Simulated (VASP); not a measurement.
# Pt (P6_3/mmc) in VASP: notebook

Aim: see how the results for Pt move with the level of theory and the settings. Levels: LDA, r2SCAN. Tasks: single point.

All numbers are computed with VASP 6.6.1; they aren't measurements. Logs are shortened: lines on timing, memory, paths and dates and some standing lists are left out, and cuts for length are marked.

**1. The cell of the first run**

It takes space group P6_3/mmc (No. 194, hexagonal). Conventional cell: a = 2.742 Å, b = 2.742 Å, c = 4.760 Å, α = 90.00°, β = 90.00°, γ = 120.00°. Within 3.6 Å of Pt (site symmetry -6m2) lie 12 Pt at 2.74 to 2.86 Å.

**2. Single point, LDA**

Input file INCAR:

```
PREC = Accurate ; ENCUT = 500
EDIFF = 1E-6 ; ISMEAR = -1
SIGMA = 0.05 ; LREAL = False
LASPH = True ; NELM = 120
ALGO = Normal ; ISIF = 2
LWAVE = False ; LCHARG = False
GGA = CA ; NBANDS = 25
GGA_COMPAT = False
```

Input file KPOINTS:

```
Automatic mesh
0
Gamma
  11 11 6
```

Input file POSCAR:

```
Pt
1.0
    2.7421371004      0.0000000000      0.0000000000
   -1.3710685502      2.3747603895      0.0000000000
    0.0000000000      0.0000000000      4.7599710578
Pt
2
Direct
    0.3333333333      0.6666666667      0.2500000000
    0.6666666667      0.3333333333      0.7500000000
```

Potentials or basis: VASP PAW LDA potentials, release 64 (Pt_sv_GW).

The run is started by

```sh
$ cat potpaw_LDA.64/Pt_sv_GW/POTCAR > POTCAR
$ mpirun -np 1 vasp_std > vasp.out
```

OUTCAR:

```text
PREC = Accurate
   ENCUT = 500
   EDIFF = 1E-6
   ISMEAR = -1
   LREAL = False
   LASPH = True
   NELM = 120
   ISIF = 2
   GGA = CA

 ion  position               nearest neighbor table
   1  0.333  0.667  0.250-   2 2.86   2 2.86   2 2.86   2 2.86   2 2.86   2 2.86
   2  0.667  0.333  0.750-   1 2.86   1 2.86   1 2.86   1 2.86   1 2.86   1 2.86

  LATTYP: Found a hexagonal cell.
 ALAT       =     2.7421371004
 C/A-ratio  =     1.7358618054

  Lattice vectors:

 A1 = (   2.7421371004,   0.0000000000,   0.0000000000)
 A2 = (  -1.3710685502,   2.3747603895,   0.0000000000)
 A3 = (   0.0000000000,   0.0000000000,   4.7599710578)

Analysis of symmetry for initial positions (statically):
=====================================================================
 Subroutine PRICEL returns:
 Original cell was already a primitive cell.

 Routine SETGRP: Setting up the symmetry group for a
 hexagonal supercell.

 Subroutine GETGRP returns: Found 24 space group operations
 (whereof 12 operations were pure point group operations)
 out of a pool of 24 trial point group operations.

The static configuration has the point symmetry D_3d.
 The point group associated with its full space group is D_6h.

Analysis of symmetry for dynamics (positions and initial velocities):
=====================================================================
 Subroutine PRICEL returns:
 Original cell was already a primitive cell.

 Routine SETGRP: Setting up the symmetry group for a
 hexagonal supercell.

 Subroutine GETGRP returns: Found 24 space group operations
 (whereof 12 operations were pure point group operations)
 out of a pool of 24 trial point group operations.

The dynamic configuration has the point symmetry D_3d.
 The point group associated with its full space group is D_6h.

 Subroutine INISYM returns: Found 24 space group operations
 (whereof 12 operations are pure point group operations),
 and found     1 'primitive' translations

----------------------------------------------------------------------------------------

                                     Primitive cell

  volume of cell :      30.9965

  direct lattice vectors                    reciprocal lattice vectors
     2.742137100  0.000000000  0.000000000     0.364679067  0.210547558  0.000000000
    -1.371068550  2.374760390  0.000000000     0.000000000  0.421095115  0.000000000
[... 74 lines left out ...]
   NGXF,Y,Z  is equivalent  to a cutoff of  24.25, 24.25, 25.15 a.u.
 SYSTEM =  unknown system
   PREC   = accura    normal or accurate (medium, high low for compatibility)
   ISTART =      0    job   : 0-new  1-cont  2-samecut
   ICHARG =      2    charge: 1-file 2-atom 10-const
   ISPIN  =      1    spin polarized calculation?
   LNONCOLLINEAR =      F non collinear calculations
   LSORBIT =      F    spin-orbit coupling
   LASPH  =      T    aspherical Exc in radial PAW
   ENCUT  =  500.0 eV  36.75 Ry    6.06 a.u.   5.00  5.00  8.68*2*pi/ulx,y,z
   NELM   =    120;   NELMIN=  2; NELMDL= -5     # of ELM steps
   EDIFF  = 0.1E-05   stopping-criterion for ELM
   LREAL  =      F    real-space projection
   EDIFFG = 0.1E-04   stopping-criterion for IOM
   NSW    =      0    number of steps for IOM
   IBRION =     -1    ionic relax: 0-MD 1-quasi-New 2-CG
   NFREE  =      0    steps in history (QN), initial steepest desc. (CG)
   ISIF   =      2    stress and relaxation
   ISYM   =      2    0-nonsym 1-usesym 2-fastsym
   POTIM  = 0.5000    time-step for ionic-motion
   TEBEG  =    0.0;   TEEND  =   0.0 temperature during run
   PSTRESS=    0.0 pullay stress
   NELECT =      36.0000    total number of electrons
   NUPDOWN=      -1.0000    fix difference up-down
   EMIN   =  10.00;   EMAX   =-10.00  energy-range for DOS
   EFERMI =   0.00;   METHOD = LEGACY
   ISMEAR =    -1;   SIGMA  =   0.05  broadening in eV -4-tet -1-fermi 0-gaus
   EFERMI_NEDOS =   21; number of points for ismear=-14 and -15
   IALGO  =     38    algorithm
   IMIX   =      4    mixing-type and parameters
     AMIX     =   0.40;   BMIX     =  1.00
     AMIX_MAG =   1.60;   BMIX_MAG =  1.00
  volume/ion in A,a.u.               =      15.50       104.59
  Fermi-wavevector in a.u.,A,eV,Ry     =   1.720830  3.251897 40.290321  2.961255
  Thomas-Fermi vector in A             =   2.797196
   LORBIT       =      0    0 simple, 1 ext, 2 COOP (PROOUT), +10 PAW based schemes
   GGA     = CA    functional components
   LHFCALC =     F    Hartree Fock is set to
   AEXX    =    0.0000 exact exchange contribution
   IVDW    =     0    specifies the selected vdW correction
   LEPSILON=     F    determine dielectric tensor
   LRPA    =     F    only Hartree local field effects (RPA)
 non-spin polarized calculation
  energy-cutoff  :      500.00
  volume of cell :       31.00
 maximum number of plane-waves:       807
 NGX is ok and might be reduce to    20
   NGX =  9   NGY =  9   NGZ = 17

 number of electron      36.0000001 magnetization

 Free energy of the ion-electron system (eV)
  ---------------------------------------------------
  ext. energy  EPLUGINS =         0.00000000
  ---------------------------------------------------
  free energy    TOTEN  =       -14.47227924 eV

  energy without entropy =      -14.43676963  energy(sigma->0) =      -14.45452443

 E-fermi :   9.9476     XC(G=0): -14.1926

 val. band max:        9.9463982423   @ k =   0.2727   0.0000   0.0000
 cond. band min:       9.9490337390   @ k =   0.2727   0.0909   0.1667
 fundamental gap:      0.0026354967
 Fermi energy:         9.9476210338

 k-point     1 :       0.0000    0.0000    0.0000
  band No.  band energies     occupation
      1     -88.1609      2.00000
      2     -88.1402      2.00000
      3     -42.6811      2.00000
      4     -42.4585      2.00000
      5     -42.4585      2.00000
      6     -42.4147      2.00000
[... 661 lines left out ...]
     24      26.5491      0.00000
     25      27.4967      0.00000

 [... further k-points ...]
[... 5 lines left out ...]
  --------------------------------------------------------------------------------------
  -------------------------------------------------------------------------------------
  Total       -2.5128624     -2.5128624     -2.8022794      0.0000000      0.0000000      0.0000000
  in kB     -129.8870984   -129.8870984   -144.8467458      0.0000000      0.0000000      0.0000000
  external PRESSURE =    -134.8736475 kB  Pullay stress =       0.0000000 kB

 VOLUME and BASIS-vectors are now :
 -----------------------------------------------------------------------------
  energy-cutoff  :      500.00
  volume of cell :       31.00
      direct lattice vectors                 reciprocal lattice vectors
     2.742137100  0.000000000  0.000000000     0.364679067  0.210547558  0.000000000
    -1.371068550  2.374760390  0.000000000     0.000000000  0.421095115  0.000000000
     0.000000000  0.000000000  4.759971058     0.000000000  0.000000000  0.210085311

 POSITION                                       TOTAL-FORCE (eV/Angst)
 -----------------------------------------------------------------------------------
     -0.00000      1.58317      1.18999         0.000000     -0.000000      0.000000
      1.37107      0.79159      3.56998        -0.000000      0.000000      0.000000
 -----------------------------------------------------------------------------------
    total drift:                                0.000000     -0.000000      0.000000

  FREE ENERGIE OF THE ION-ELECTRON SYSTEM (eV)
  ---------------------------------------------------
  free  energy   TOTEN  =       -14.4722792356 eV

  energy  without entropy=      -14.4367696293  energy(sigma->0) =      -14.45452443
```

stdout:

```text
POSCAR found type information on POSCAR Pt
 POSCAR found :  1 types and       2 ions
 scaLAPACK will be used
 LDA part: xc-table for (Slater(with rela. corr.)+CA(PZ))
 , standard interpolation
 POSCAR, INCAR and KPOINTS ok, starting setup
 FFT: planning ... GRIDC
 FFT: planning ... GRID_SOFT
 FFT: planning ... GRID
 WAVECAR not read
 entering main loop
```

It took 37 s on 1 thread of AMD EPYC 7R13 (Zen 3), shared host; peak memory 0.13 GiB.

What came out:

```yaml
Free_energy: -14.4723 eV
Pressure: -13.5 GPa
Band_gap_on_the_k_mesh: zero (band 18 reaches 10.37 eV, above the bottom of band 19 at 9.14 eV)
```

Caveat: spin-orbit coupling is left out, which moves the levels of the heavy elements.

**3. Single point, r2SCAN**

POSCAR is that of step 2.

Input file INCAR.step1:

```
SYSTEM = Pt
PREC = Accurate
ENCUT = 550
ISMEAR = -1
SIGMA = 0.05
LREAL = .False.
LASPH = .True.
NELM = 120
NBANDS = 25
GGA = PE
ALGO = Normal
EDIFF = 1E-5
LWAVE = .True.
LCHARG = .False.
GGA_COMPAT = .False.
```

Input file INCAR.step2:

```
SYSTEM = Pt
PREC = Accurate
ENCUT = 550
EDIFF = 1E-6
ISMEAR = -1
SIGMA = 0.05
LREAL = .False.
LASPH = .True.
NELM = 120
ALGO = Normal
ISIF = 2
LWAVE = .False.
LCHARG = .False.
METAGGA = R2SCAN
LMIXTAU = .True.
NBANDS = 25
ISTART = 1
GGA_COMPAT = .False.
```

Input file KPOINTS:

```
regular mesh
0
Gamma
  11 11 6
  0 0 0
```

Potentials or basis: VASP PAW PBE potentials, release 64 (Pt_sv_GW).

The run is started by

```sh
$ cat potpaw_PBE.64/Pt_sv_GW/POTCAR > POTCAR
$ cp INCAR.step1 INCAR
$ mpirun -np 1 vasp_std > vasp.out
$ cp INCAR.step2 INCAR
$ mpirun -np 1 vasp_std > vasp.out
```

It took 2 min on 1 thread of Intel Xeon Platinum 8375C at 2.90GHz (Ice Lake), shared host; peak memory 0.2 GiB.

It converged, with:

- Free energy: -102.6995 eV
- Pressure: -3.3 GPa
- Band gap on the k mesh: zero (band 18 reaches 10.39 eV, above the bottom of band 19 at 9.07 eV)

Stress tensor (GPa, compression positive):
```
-3.29  0.00  0.00
 0.00 -3.29  0.00
 0.00  0.00 -3.41
```

Levels at points of the mesh, in eV from the Fermi level:
| k point | band 16 | band 17 | band 18 | band 19 | band 20 | band 21 |
| --- | --- | --- | --- | --- | --- | --- |
| (0.00, 0.00, 0.00) | -1.97 | -1.97 | -0.58 | -0.28 | -0.28 | 5.08 |
| (0.00, 0.00, 0.50) | -3.63 | -0.89 | -0.89 | -0.89 | -0.89 | 12.72 |

Caveat: the PAW data sets were made with another functional, which shifts forces and pressure a little; spin-orbit coupling is left out, which moves the levels of the heavy elements.

(Continued in part 2 of 2.)
